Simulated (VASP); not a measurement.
# Tl (Fd-3m) in VASP: further runs

Tl is run at these levels: PBE; tasks: single point, relaxation of cell and atoms.

All numbers are computed with VASP 6.6.1; they aren't measurements. Logs are shortened: lines on timing, memory, paths and dates and some standing lists are left out, and cuts for length are marked.

### Step 1. The cell of the first run

The structure is cubic, space group Fd-3m (No. 227). Conventional cell: a = 6.875 Å, b = 6.875 Å, c = 6.875 Å, α = 90.00°, β = 90.00°, γ = 90.00°. Tl (site symmetry -43m) has 4 Tl at 2.98 Å within 3.9 Å.

### Step 2. Single point, PBE, collinear spin, zero start

INCAR

```
ALGO = Normal ; EDIFF = 1E-7
ENCUT = 520 ; GGA = PE
ISIF = 2 ; ISMEAR = -1
ISPIN = 2 ; LASPH = True
LCHARG = False ; LORBIT = 11
LREAL = False ; LWAVE = False
MAGMOM = 0 0 ; NBANDS = 24
NELM = 150 ; PREC = Accurate
SIGMA = 0.05
```

KPOINTS

```
k-points
0
Gamma
  10 10 10
```

POSCAR

```
Tl
1.0
    0.0000000000      3.4372834336      3.4372834336
    3.4372834336      0.0000000000      3.4372834336
    3.4372834336      3.4372834336      0.0000000000
Tl
2
Direct
   -0.1250000000     -0.1250000000     -0.1250000000
    0.1250000000      0.1250000000      0.1250000000
```

Potentials or basis: VASP PAW PBE potentials, release 64 (Tl_d).

Run with:

```
cat potpaw_PBE.64/Tl_d/POTCAR > POTCAR
mpirun -np 1 vasp_std > vasp.out
```

OUTCAR:

```text
EDIFF = 1E-7
   ENCUT = 520
   GGA = PE
   ISIF = 2
   ISMEAR = -1
   ISPIN = 2
   LASPH = True
   LORBIT = 11
   LREAL = False
   NELM = 150
   PREC = Accurate

 ion  position               nearest neighbor table
   1  0.875  0.875  0.875-   2 2.98   2 2.98   2 2.98   2 2.98
   2  0.125  0.125  0.125-   1 2.98   1 2.98   1 2.98   1 2.98

  LATTYP: Found a face centered cubic cell.
 ALAT       =     6.8745668672

  Lattice vectors:

 A1 = (   0.0000000000,   3.4372834336,   3.4372834336)
 A2 = (   3.4372834336,   0.0000000000,   3.4372834336)
 A3 = (   3.4372834336,   3.4372834336,   0.0000000000)

Analysis of symmetry for initial positions (statically):
=====================================================================
 Subroutine PRICEL returns:
 Original cell was already a primitive cell.

 Routine SETGRP: Setting up the symmetry group for a
 face centered cubic supercell.

 Subroutine GETGRP returns: Found 48 space group operations
 (whereof 12 operations were pure point group operations)
 out of a pool of 48 trial point group operations.

The static configuration has the point symmetry D_3d.
 The point group associated with its full space group is O_h .

Analysis of symmetry for dynamics (positions and initial velocities):
=====================================================================
 Subroutine PRICEL returns:
 Original cell was already a primitive cell.

 Routine SETGRP: Setting up the symmetry group for a
 face centered cubic supercell.

 Subroutine GETGRP returns: Found 48 space group operations
 (whereof 12 operations were pure point group operations)
 out of a pool of 48 trial point group operations.

The dynamic configuration has the point symmetry D_3d.
 The point group associated with its full space group is O_h .

Analysis of structural, dynamic, and magnetic symmetry:
=====================================================================
 Subroutine PRICEL returns:
 Original cell was already a primitive cell.

 Routine SETGRP: Setting up the symmetry group for a
 face centered cubic supercell.

 Subroutine GETGRP returns: Found 48 space group operations
 (whereof 12 operations were pure point group operations)
 out of a pool of 48 trial point group operations.

The overall configuration has the point symmetry D_3d.
 The point group associated with its full space group is O_h .

 Subroutine INISYM returns: Found 48 space group operations
 (whereof 12 operations are pure point group operations),
 and found     1 'primitive' translations

----------------------------------------------------------------------------------------

                                     Primitive cell

  volume of cell :      81.2224

  direct lattice vectors                    reciprocal lattice vectors
     0.000000000  3.437283434  3.437283434    -0.145463710  0.145463710  0.145463710
     3.437283434  0.000000000  3.437283434     0.145463710 -0.145463710  0.145463710
     3.437283434  3.437283434  0.000000000     0.145463710  0.145463710 -0.145463710

  length of vectors
     4.861052850  4.861052850  4.861052850     0.251950536  0.251950536  0.251950536

  position of ions in fractional coordinates (direct lattice)
     0.875000000  0.875000000  0.875000000
     0.125000000  0.125000000  0.125000000

  ion indices of the primitive-cell ions
   primitive index   ion index
                 1           1
                 2           2

----------------------------------------------------------------------------------------

 KPOINTS: k-points

Automatic generation of k-mesh.
 Grid dimensions read from file:
 generate k-points for:   10   10   10

 Generating k-lattice:

  Cartesian coordinates                     Fractional coordinates (reciprocal lattice)
    -0.014546371  0.014546371  0.014546371     0.100000000  0.000000000  0.000000000
     0.014546371 -0.014546371  0.014546371     0.000000000  0.100000000  0.000000000
     0.014546371  0.014546371 -0.014546371     0.000000000  0.000000000  0.100000000

  Length of vectors
     0.025195054  0.025195054  0.025195054

  Shift w.r.t. Gamma in fractional coordinates (k-lattice)
     0.000000000  0.000000000  0.000000000

 Subroutine IBZKPT returns following result:
 ===========================================

 Found     47 irreducible k-points:

 Following reciprocal coordinates:
            Coordinates               Weight
  0.000000  0.000000  0.000000      1.000000
  0.100000  0.000000  0.000000      8.000000
  0.200000  0.000000  0.000000      8.000000
  0.300000  0.000000  0.000000      8.000000
  0.400000  0.000000  0.000000      8.000000
  0.500000  0.000000  0.000000      4.000000
[... 16 lines left out ...]
  0.300000  0.300000  0.000000      6.000000
  0.400000  0.300000  0.000000     24.000000
 [... further k-points ...]
   k-points           NKPTS =     47   k-points in BZ     NKDIM =     47   number of bands    NBANDS=     24
   number of dos      NEDOS =    301   number of ions     NIONS =      2
   total plane-waves  NPLWV =  46656
   dimension x,y,z NGX =    36 NGY =   36 NGZ =   36
   dimension x,y,z NGXF=    72 NGYF=   72 NGZF=   72
   ions per type =               2
   NGX,Y,Z   is equivalent  to a cutoff of  12.31, 12.31, 12.31 a.u.
   NGXF,Y,Z  is equivalent  to a cutoff of  24.62, 24.62, 24.62 a.u.
 SYSTEM =  unknown system
   PREC   = accura    normal or accurate (medium, high low for compatibility)
   ISTART =      0    job   : 0-new  1-cont  2-samecut
   ICHARG =      2    charge: 1-file 2-atom 10-const
   ISPIN  =      2    spin polarized calculation?
   LNONCOLLINEAR =      F non collinear calculations
   LSORBIT =      F    spin-orbit coupling
   LASPH  =      T    aspherical Exc in radial PAW
   ENCUT  =  520.0 eV  38.22 Ry    6.18 a.u.   9.04  9.04  9.04*2*pi/ulx,y,z
   NELM   =    150;   NELMIN=  2; NELMDL= -5     # of ELM steps
   EDIFF  = 0.1E-06   stopping-criterion for ELM
   LREAL  =      F    real-space projection
   EDIFFG = 0.1E-05   stopping-criterion for IOM
   NSW    =      0    number of steps for IOM
   IBRION =     -1    ionic relax: 0-MD 1-quasi-New 2-CG
   NFREE  =      0    steps in history (QN), initial steepest desc. (CG)
   ISIF   =      2    stress and relaxation
   ISYM   =      2    0-nonsym 1-usesym 2-fastsym
   POTIM  = 0.5000    time-step for ionic-motion
   TEBEG  =    0.0;   TEEND  =   0.0 temperature during run
   PSTRESS=    0.0 pullay stress
   NELECT =      26.0000    total number of electrons
   NUPDOWN=      -1.0000    fix difference up-down
   EMIN   =  10.00;   EMAX   =-10.00  energy-range for DOS
   EFERMI =   0.00;   METHOD = LEGACY
   ISMEAR =    -1;   SIGMA  =   0.05  broadening in eV -4-tet -1-fermi 0-gaus
   EFERMI_NEDOS =   21; number of points for ismear=-14 and -15
   IALGO  =     38    algorithm
   IMIX   =      4    mixing-type and parameters
     AMIX     =   0.40;   BMIX     =  1.00
     AMIX_MAG =   1.60;   BMIX_MAG =  1.00
  volume/ion in A,a.u.               =      40.61       274.06
  Fermi-wavevector in a.u.,A,eV,Ry     =   1.119886  2.116278 17.063683  1.254145
  Thomas-Fermi vector in A             =   2.256529
   LORBIT       =     11    0 simple, 1 ext, 2 COOP (PROOUT), +10 PAW based schemes
   GGA     = PE    functional components
   LHFCALC =     F    Hartree Fock is set to
   AEXX    =    0.0000 exact exchange contribution
   IVDW    =     0    specifies the selected vdW correction
   LEPSILON=     F    determine dielectric tensor
   LRPA    =     F    only Hartree local field effects (RPA)
 spin polarized calculation
  energy-cutoff  :      520.00
  volume of cell :       81.22
 maximum number of plane-waves:      2200
   NGX = 19   NGY = 19   NGZ = 19

 number of electron      25.9999994 magnetization       0.0000043

 number of electron      25.9999994 magnetization      -0.0000016

 Free energy of the ion-electron system (eV)
  ---------------------------------------------------
  ext. energy  EPLUGINS =         0.00000000
  ---------------------------------------------------
  free energy    TOTEN  =        -3.66433115 eV

  energy without entropy =       -3.65128671  energy(sigma->0) =       -3.65780893

 E-fermi :   3.3859     XC(G=0):  -8.2678

 val. band max:        3.3509757043   @ k =   0.5000   0.1000   0.0000
 cond. band min:       3.4113102939   @ k =   0.5000   0.3000   0.0000
 fundamental gap:      0.0603345896
 Fermi energy:         3.3858684965

 spin component 1

 k-point     1 :       0.0000    0.0000    0.0000
  band No.  band energies     occupation
      1      -8.5531      1.00000
      2      -8.5531      1.00000
      3      -8.5531      1.00000
      4      -8.4685      1.00000
      5      -8.4685      1.00000
      6      -7.8411      1.00000
[... 16 lines left out ...]
     23      13.4146      0.00000
     24      13.4146      0.00000
[... 598 lines left out ...]
      2      -8.6235      1.00000
      3      -8.5519      1.00000
      4      -8.2704      1.00000
      5      -8.2684      1.00000
      6      -8.1543      1.00000
[... 16 lines left out ...]
     23      15.2747      0.00000
     24      16.1380      0.00000

 [... further k-points ...]

 spin component 2

 k-point     1 :       0.0000    0.0000    0.0000
  band No.  band energies     occupation
      1      -8.5531      1.00000
      2      -8.5531      1.00000
      3      -8.5531      1.00000
      4      -8.4685      1.00000
      5      -8.4685      1.00000
      6      -7.8411      1.00000
[... 16 lines left out ...]
     23      13.4146      0.00000
     24      13.4146      0.00000
[... 598 lines left out ...]
      2      -8.6235      1.00000
      3      -8.5519      1.00000
      4      -8.2704      1.00000
      5      -8.2684      1.00000
      6      -8.1543      1.00000
[... 16 lines left out ...]
     23      15.2747      0.00000
     24      16.1380      0.00000

 [... further k-points ...]
[... 5 lines left out ...]
  --------------------------------------------------------------------------------------
  -------------------------------------------------------------------------------------
  Total        0.9537434      0.9537434      0.9537434      0.0000000      0.0000000      0.0000000
  in kB       18.8133476     18.8133476     18.8133476      0.0000000      0.0000000      0.0000000
  external PRESSURE =      18.8133476 kB  Pullay stress =       0.0000000 kB

 VOLUME and BASIS-vectors are now :
 -----------------------------------------------------------------------------
  energy-cutoff  :      520.00
  volume of cell :       81.22
      direct lattice vectors                 reciprocal lattice vectors
     0.000000000  3.437283434  3.437283434    -0.145463710  0.145463710  0.145463710
     3.437283434  0.000000000  3.437283434     0.145463710 -0.145463710  0.145463710
     3.437283434  3.437283434  0.000000000     0.145463710  0.145463710 -0.145463710

 POSITION                                       TOTAL-FORCE (eV/Angst)
 -----------------------------------------------------------------------------------
      6.01525      6.01525      6.01525         0.000000      0.000000      0.000000
      0.85932      0.85932      0.85932        -0.000000     -0.000000     -0.000000
 -----------------------------------------------------------------------------------
    total drift:                                0.000000      0.000000      0.000000

  FREE ENERGIE OF THE ION-ELECTRON SYSTEM (eV)
  ---------------------------------------------------
  free  energy   TOTEN  =        -3.6643311549 eV

  energy  without entropy=       -3.6512867113  energy(sigma->0) =       -3.65780893

 total charge

# of ion       s       p       d       tot
------------------------------------------
    1        1.165   0.447   9.633  11.245
    2        1.165   0.447   9.633  11.245
--------------------------------------------------
tot          2.329   0.894  19.267  22.490

 magnetization (x)

# of ion       s       p       d       tot
------------------------------------------
    1        0.000  -0.000  -0.000   0.000
    2        0.000  -0.000  -0.000   0.000
--------------------------------------------------
tot          0.000  -0.000  -0.000   0.000
```

Run time: 3.2 min. Hardware: 1 thread of Oxide Virtual Turin-like, shared host; peak memory 0.27 GiB.

What came out:

* Free energy: -3.6643 eV
* Pressure: 1.9 GPa
* Band gap on the k mesh: zero (filled and empty bands overlap)
* Net moment: 0.00 μB per cell
* Valence electrons inside the program's atomic spheres: Tl 11.24

Caveat: spin-orbit coupling is left out, which moves the levels of the heavy elements.

### Step 3. Relaxation of cell and atoms, PBE

This run uses another cell than the first one, of 39.36 Å³/atom, 0.969 times its volume.

INCAR

```
PREC = Accurate
ENCUT = 600
EDIFF = 1E-6
ISMEAR = -1
SIGMA = 0.05
LREAL = False
LASPH = True
NELM = 100
ALGO = Normal
ISIF = 3
LWAVE = False
LCHARG = False
GGA = PE
IBRION = 2
NSW = 60
EDIFFG = -0.005
```

KPOINTS

```
Automatic mesh
0
Gamma
  10 10 10
```

POSCAR

```
Tl
1.0
    0.0000000000      3.4017220227      3.4017220227
    3.4017220227      0.0000000000      3.4017220227
    3.4017220227      3.4017220227      0.0000000000
Tl
2
Direct
   -0.1250000000     -0.1250000000     -0.1250000000
    0.1250000000      0.1250000000      0.1250000000
```

Potentials or basis: VASP PAW PBE potentials, release 64 (Tl_d).

Run with:

```
cat potpaw_PBE.64/Tl_d/POTCAR > POTCAR
mpirun -np 1 vasp_std > vasp.out
```

Wall time 4.9 min (1 thread of Oxide Virtual Turin-like, shared host); peak memory 0.25 GiB.

It converged, with:

```
Free energy                            : -3.7110 eV
Relaxed volume                         : 45.02 Å³/atom
Relaxed cell                           : a = 5.031 Å, b = 5.031 Å, c = 5.031 Å, α = 60.00°, β = 60.00°, γ = 60.00°
Space group after relaxing (to 0.05 Å) : Fd-3m (No. 227)
Energy gained by relaxing              : 41.4 meV/atom
Ionic steps                            : 4
Pressure after relaxing                : 0.0 GPa
Band gap on the k mesh                 : zero (band 13 reaches 4.87 eV, above the bottom of band 14 at 1.94 eV)
```

Step by step:
```
step  energy change (eV)  largest force (eV/Å)  pressure (GPa)  volume (Å³)
   1              0.0000                0.0000            2.71        78.73
   2             -0.0767                0.0000            0.62        86.57
   3             -0.0826                0.0000           -0.12        90.76
   4             -0.0829                0.0000           -0.01        90.04
```

Final structure:
```
Tl
1.0
     0.00000    3.55746    3.55746
     3.55746    0.00000    3.55746
     3.55746    3.55746    0.00000
Tl
2
Direct
  0.87500 0.87500 0.87500
  0.12500 0.12500 0.12500
```

Levels at points of the mesh, in eV from the Fermi level:
| k point | band 9 | band 10 | band 11 | band 12 | band 13 | band 14 | band 15 | band 16 | band 17 |
| --- | --- | --- | --- | --- | --- | --- | --- | --- | --- |
| (0.00, 0.00, 0.00) | -11.19 | -11.19 | -8.58 | -1.49 | 2.16 | 2.16 | 2.16 | 3.82 | 3.82 |
| (0.50, 0.00, 0.00) | -11.14 | -11.14 | -7.18 | -4.74 | 0.65 | 0.97 | 0.97 | 4.81 | 4.81 |
| (0.50, 0.50, 0.00) | -11.11 | -11.11 | -5.95 | -5.95 | -0.30 | -0.30 | 2.16 | 2.16 | 8.47 |

Caveat: spin-orbit coupling is left out, which moves the levels of the heavy elements.
